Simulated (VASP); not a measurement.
# Cu (Fm-3m) in VASP: single point with PBEsol

Aim: the single point of Cu with PBEsol.

Program: VASP 6.6.1. These are calculated values, not measurements. Logs are shortened: lines on timing, memory, paths and dates and some standing lists are left out, and cuts for length are marked.

**1. The cell of the first run**

The structure is cubic, space group Fm-3m (No. 225). The conventional cell has a = 3.563 Å, b = 3.563 Å, c = 3.563 Å, α = 90.00°, β = 90.00°, γ = 90.00°. Cu (site symmetry m-3m) has 12 Cu at 2.52 Å within 3.3 Å.

**2. Single point, PBEsol**

INCAR

```
  ALGO = Normal
  EDIFF = 1E-6
  ENCUT = 520
  GGA = PS
  ISIF = 2
  ISMEAR = -1
  LASPH = True
  LCHARG = False
  LREAL = False
  LWAVE = False
  NBANDS = 12
  NELM = 60
  PREC = Accurate
  SIGMA = 0.05
```

KPOINTS

```
k-points
0
Gamma
  28 28 28
```

POSCAR

```
Cu
1.0
    0.0000000000      1.7815899574      1.7815899574
    1.7815899574      0.0000000000      1.7815899574
    1.7815899574      1.7815899574      0.0000000000
Cu
1
Direct
    0.0000000000      0.0000000000      0.0000000000
```

Potentials or basis: VASP PAW PBE potentials, release 64 (Cu).

Launch:

```
> cat potpaw_PBE.64/Cu/POTCAR > POTCAR
> mpirun -np 1 vasp_std > vasp.out
```

OUTCAR:

```text
EDIFF = 1E-6
   ENCUT = 520
   GGA = PS
   ISIF = 2
   ISMEAR = -1
   LASPH = True
   LREAL = False
   NELM = 60
   PREC = Accurate

 ion  position               nearest neighbor table
   1  0.000  0.000  0.000-

  LATTYP: Found a face centered cubic cell.
 ALAT       =     3.5631799148

  Lattice vectors:

 A1 = (   0.0000000000,   1.7815899574,   1.7815899574)
 A2 = (   1.7815899574,   0.0000000000,   1.7815899574)
 A3 = (   1.7815899574,   1.7815899574,   0.0000000000)

Analysis of symmetry for initial positions (statically):
=====================================================================
 Subroutine PRICEL returns:
 Original cell was already a primitive cell.

 Routine SETGRP: Setting up the symmetry group for a
 face centered cubic supercell.

 Subroutine GETGRP returns: Found 48 space group operations
 (whereof 48 operations were pure point group operations)
 out of a pool of 48 trial point group operations.

The static configuration has the point symmetry O_h .

Analysis of symmetry for dynamics (positions and initial velocities):
=====================================================================
 Subroutine PRICEL returns:
 Original cell was already a primitive cell.

 Routine SETGRP: Setting up the symmetry group for a
 face centered cubic supercell.

 Subroutine GETGRP returns: Found 48 space group operations
 (whereof 48 operations were pure point group operations)
 out of a pool of 48 trial point group operations.

The dynamic configuration has the point symmetry O_h .

 Subroutine INISYM returns: Found 48 space group operations
 (whereof 48 operations are pure point group operations),
 and found     1 'primitive' translations

----------------------------------------------------------------------------------------

                                     Primitive cell

  volume of cell :      11.3098

  direct lattice vectors                    reciprocal lattice vectors
     0.000000000  1.781589957  1.781589957    -0.280648192  0.280648192  0.280648192
     1.781589957  0.000000000  1.781589957     0.280648192 -0.280648192  0.280648192
     1.781589957  1.781589957  0.000000000     0.280648192  0.280648192 -0.280648192

  length of vectors
     2.519548680  2.519548680  2.519548680     0.486096927  0.486096927  0.486096927

  position of ions in fractional coordinates (direct lattice)
     0.000000000  0.000000000  0.000000000

  ion indices of the primitive-cell ions
   primitive index   ion index
                 1           1

----------------------------------------------------------------------------------------

 KPOINTS: k-points

Automatic generation of k-mesh.
 Grid dimensions read from file:
 generate k-points for:   28   28   28

 Generating k-lattice:

  Cartesian coordinates                     Fractional coordinates (reciprocal lattice)
    -0.010023150  0.010023150  0.010023150     0.035714286  0.000000000  0.000000000
     0.010023150 -0.010023150  0.010023150     0.000000000  0.035714286  0.000000000
     0.010023150  0.010023150 -0.010023150     0.000000000  0.000000000  0.035714286

  Length of vectors
     0.017360605  0.017360605  0.017360605

  Shift w.r.t. Gamma in fractional coordinates (k-lattice)
     0.000000000  0.000000000  0.000000000

 Subroutine IBZKPT returns following result:
 ===========================================

 Found    624 irreducible k-points:

 Following reciprocal coordinates:
            Coordinates               Weight
  0.000000  0.000000  0.000000      1.000000
  0.035714  0.000000  0.000000      8.000000
  0.071429  0.000000  0.000000      8.000000
  0.107143  0.000000  0.000000      8.000000
  0.142857  0.000000  0.000000      8.000000
  0.178571  0.000000  0.000000      8.000000
[... 16 lines left out ...]
  0.285714  0.035714  0.000000     24.000000
  0.321429  0.035714  0.000000     24.000000
 [... further k-points ...]
   k-points           NKPTS =    624   k-points in BZ     NKDIM =    624   number of bands    NBANDS=     12
   number of dos      NEDOS =    301   number of ions     NIONS =      1
   total plane-waves  NPLWV =   8000
   dimension x,y,z NGX =    20 NGY =   20 NGZ =   20
   dimension x,y,z NGXF=    40 NGYF=   40 NGZF=   40
   ions per type =               1
   NGX,Y,Z   is equivalent  to a cutoff of  13.20, 13.20, 13.20 a.u.
   NGXF,Y,Z  is equivalent  to a cutoff of  26.39, 26.39, 26.39 a.u.
 SYSTEM =  unknown system
   PREC   = accura    normal or accurate (medium, high low for compatibility)
   ISTART =      0    job   : 0-new  1-cont  2-samecut
   ICHARG =      2    charge: 1-file 2-atom 10-const
   ISPIN  =      1    spin polarized calculation?
   LNONCOLLINEAR =      F non collinear calculations
   LSORBIT =      F    spin-orbit coupling
   LASPH  =      T    aspherical Exc in radial PAW
   ENCUT  =  520.0 eV  38.22 Ry    6.18 a.u.   4.68  4.68  4.68*2*pi/ulx,y,z
   NELM   =     60;   NELMIN=  2; NELMDL= -5     # of ELM steps
   EDIFF  = 0.1E-05   stopping-criterion for ELM
   LREAL  =      F    real-space projection
   EDIFFG = 0.1E-04   stopping-criterion for IOM
   NSW    =      0    number of steps for IOM
   IBRION =     -1    ionic relax: 0-MD 1-quasi-New 2-CG
   NFREE  =      0    steps in history (QN), initial steepest desc. (CG)
   ISIF   =      2    stress and relaxation
   ISYM   =      2    0-nonsym 1-usesym 2-fastsym
   POTIM  = 0.5000    time-step for ionic-motion
   TEBEG  =    0.0;   TEEND  =   0.0 temperature during run
   PSTRESS=    0.0 pullay stress
   NELECT =      11.0000    total number of electrons
   NUPDOWN=      -1.0000    fix difference up-down
   EMIN   =  10.00;   EMAX   =-10.00  energy-range for DOS
   EFERMI =   0.00;   METHOD = LEGACY
   ISMEAR =    -1;   SIGMA  =   0.05  broadening in eV -4-tet -1-fermi 0-gaus
   EFERMI_NEDOS =   21; number of points for ismear=-14 and -15
   IALGO  =     38    algorithm
   IMIX   =      4    mixing-type and parameters
     AMIX     =   0.40;   BMIX     =  1.00
     AMIX_MAG =   1.60;   BMIX_MAG =  1.00
  volume/ion in A,a.u.               =      11.31        76.32
  Fermi-wavevector in a.u.,A,eV,Ry     =   1.622014  3.065162 35.795974  2.630930
  Thomas-Fermi vector in A             =   2.715696
   LORBIT       =      0    0 simple, 1 ext, 2 COOP (PROOUT), +10 PAW based schemes
   GGA     = PS    functional components
   LHFCALC =     F    Hartree Fock is set to
   AEXX    =    0.0000 exact exchange contribution
   IVDW    =     0    specifies the selected vdW correction
   LEPSILON=     F    determine dielectric tensor
   LRPA    =     F    only Hartree local field effects (RPA)
 non-spin polarized calculation
  energy-cutoff  :      520.00
  volume of cell :       11.31
 maximum number of plane-waves:       322
   NGX =  9   NGY =  9   NGZ =  9

 number of electron      11.0000013 magnetization

 Free energy of the ion-electron system (eV)
  ---------------------------------------------------
  ext. energy  EPLUGINS =         0.00000000
  ---------------------------------------------------
  free energy    TOTEN  =        -4.31014537 eV

  energy without entropy =       -4.30815003  energy(sigma->0) =       -4.30914770

 E-fermi :   7.9562     XC(G=0): -13.1627

 val. band max:        7.9386884420   @ k =   0.4643   0.2143   0.0000
 cond. band min:       7.9595903705   @ k =   0.5000   0.2143   0.0714
 fundamental gap:      0.0209019286
 Fermi energy:         7.9562078856

 k-point     1 :       0.0000    0.0000    0.0000
  band No.  band energies     occupation
      1      -1.7773      2.00000
      2       4.7837      2.00000
      3       4.7837      2.00000
      4       4.7837      2.00000
      5       5.6735      2.00000
      6       5.6735      2.00000
      7      30.8765      0.00000
      8      33.8295      0.00000
      9      33.8295      0.00000
     10      33.8295      0.00000
     11      36.3481      0.00000
     12      36.3481      0.00000

 k-point     2 :       0.0357    0.0000    0.0000
  band No.  band energies     occupation
      1      -1.7293      2.00000
      2       4.7728      2.00000
      3       4.7933      2.00000
      4       4.7933      2.00000
      5       5.6694      2.00000
      6       5.6694      2.00000
      7      30.6742      0.00000
      8      32.9809      0.00000
      9      33.6589      0.00000
     10      33.6589      0.00000
     11      36.5852      0.00000
     12      36.5852      0.00000

 k-point     3 :       0.0714    0.0000    0.0000
  band No.  band energies     occupation
      1      -1.5857      2.00000
      2       4.7414      2.00000
      3       4.8208      2.00000
      4       4.8208      2.00000
      5       5.6588      2.00000
      6       5.6588      2.00000
      7      29.7570      0.00000
      8      32.0528      0.00000
      9      33.2732      0.00000
     10      33.2732      0.00000
     11      37.1625      0.00000
     12      37.1625      0.00000
[... 286 lines left out ...]
 k-point    23 :       0.2857    0.0357    0.0000
  band No.  band energies     occupation
      1       0.8188      2.00000
      2       4.4977      2.00000
      3       4.9300      2.00000
      4       4.9511      2.00000
      5       5.7729      2.00000
      6       5.8872      2.00000
      7      19.5983      0.00000
      8      30.0709      0.00000
      9      30.1196      0.00000
     10      32.6918      0.00000
     11      35.3396      0.00000
     12      37.5685      0.00000

 k-point    24 :       0.3214    0.0357    0.0000
  band No.  band energies     occupation
      1       1.3732      2.00000
      2       4.5887      2.00000
      3       4.8875      2.00000
      4       4.9169      2.00000
      5       5.8943      2.00000
      6       5.9834      2.00000
      7      17.9175      0.00000
      8      29.8678      0.00000
      9      29.8963      0.00000
     10      32.2165      0.00000
     11      34.8709      0.00000
     12      36.7831      0.00000

 [... further k-points ...]

------------------------ aborting loop because EDIFF is reached ----------------------------------------

  FORCE on cell =-STRESS in cart. coord.  units (eV):
  Direction    XX          YY          ZZ          XY          YZ          ZX
  --------------------------------------------------------------------------------------
  -------------------------------------------------------------------------------------
  Total        0.0520903      0.0520903      0.0520903     -0.0000000      0.0000000      0.0000000
  in kB        7.3792781      7.3792781      7.3792781     -0.0000000      0.0000000      0.0000000
  external PRESSURE =       7.3792781 kB  Pullay stress =       0.0000000 kB

 VOLUME and BASIS-vectors are now :
 -----------------------------------------------------------------------------
  energy-cutoff  :      520.00
  volume of cell :       11.31
      direct lattice vectors                 reciprocal lattice vectors
     0.000000000  1.781589957  1.781589957    -0.280648192  0.280648192  0.280648192
     1.781589957  0.000000000  1.781589957     0.280648192 -0.280648192  0.280648192
     1.781589957  1.781589957  0.000000000     0.280648192  0.280648192 -0.280648192

 POSITION                                       TOTAL-FORCE (eV/Angst)
 -----------------------------------------------------------------------------------
      0.00000      0.00000      0.00000        -0.000000     -0.000000      0.000000
 -----------------------------------------------------------------------------------
    total drift:                                0.000000     -0.000000      0.000000

  FREE ENERGIE OF THE ION-ELECTRON SYSTEM (eV)
  ---------------------------------------------------
  free  energy   TOTEN  =        -4.3101453726 eV

  energy  without entropy=       -4.3081500279  energy(sigma->0) =       -4.30914770
```

Run time: 2.3 min. Hardware: 1 thread of Intel Xeon 8259CL, shared host; peak memory 0.2 GiB.

Results:

```yaml
Free_energy: -4.3101 eV
Pressure: 0.7 GPa
```

Caveat: the PAW data sets were made with another functional, which shifts forces and pressure a little.
